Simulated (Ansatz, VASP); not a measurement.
## Two plane-wave programs on Li2BrF

File INCAR:

```
PREC = Accurate ; ENCUT = 520
EDIFF = 1E-6 ; ISMEAR = 0
SIGMA = 0.01 ; LREAL = False
LASPH = True ; NELM = 80
ALGO = Normal ; ISIF = 2
LWAVE = False ; LCHARG = False
GGA = PE ; NBANDS = 18
```

Contents of KPOINTS:

```
Automatic mesh
0
Gamma
  8 8 8
```

The input POSCAR:

```
Li2BrF
1.0
    1.7353772059      1.0019204970      5.4684601436
   -1.7353772059      1.0019204970      5.4684601436
    0.0000000000     -2.0038409940      5.4684601436
F Br Li
1 1 2
Direct
    1.0000000000      0.0000000000      0.0000000000
    0.5000000000      0.5000000000      0.5000000000
    0.2670198432      0.2670198432      0.2670198432
    0.7329801568      0.7329801568      0.7329801568
```

Input for Ansatz:

```yaml
crystal:
  lattice:
    - [1.7353772059, 1.001920497, 5.4684601436]
    - [-1.7353772059, 1.001920497, 5.4684601436]
    - [0.0, -2.003840994, 5.4684601436]
  atoms:
    - { symbol: F, position: [1.0, 0.0, 0.0] }
    - { symbol: Br, position: [0.5, 0.5, 0.5] }
    - { symbol: Li, position: [0.2670198432, 0.2670198432, 0.2670198432] }
    - { symbol: Li, position: [0.7329801568, 0.7329801568, 0.7329801568] }
kpoints:
  mp_grid: { grid: [8, 8, 8] }
  band_path:
    path:
      - [0.0, 0.0, 0.0]
      - [0.5, 0.5, 0.5]
      - [0.8109541022, 0.1890458978, 0.5]
      - [0.5, -0.1890458978, 0.1890458978]
      - [0.5, 0.0, 0.0]
      - [0.3445229489, -0.3445229489, 0.0]
      - [0.6554770511, 0.0, 0.3445229489]
      - [0.5, 0.0, 0.5]
    npoints: 1
hamiltonian:
  xc: pbe
scf:
  occupations: { method: fixed }
  n_extra_bands: 5
output:
  forces: true
  stress: true
  eigenvalues: true
```

Alike in both runs: task single point; functional PBE; k mesh 8 × 8 × 8; no spin polarisation.

|  | VASP | Ansatz |
| --- | --- | --- |
| version | VASP 6.6.1 | Ansatz 0.2.0 |
| potentials or method | VASP PAW PBE potentials, release 64 (F, Br, Li_sv) | plane waves, PAW |
| plane-wave cutoff (eV) | 520 | 420 |
| occupations | gaussian, width 0.01 eV | fixed |
| valence electrons in the cell | 20 | 20 |

Ansatz gave:

| Quantity | Value |
| --- | --- |
| gap on the k mesh at the Fermi level (eV) | 3.44 |

Estimate VASP's values.

gap on the k mesh at the Fermi level (eV): 3.45.

Noted on VASP's run: the cutoff is short for stress, so the pressure is rough.
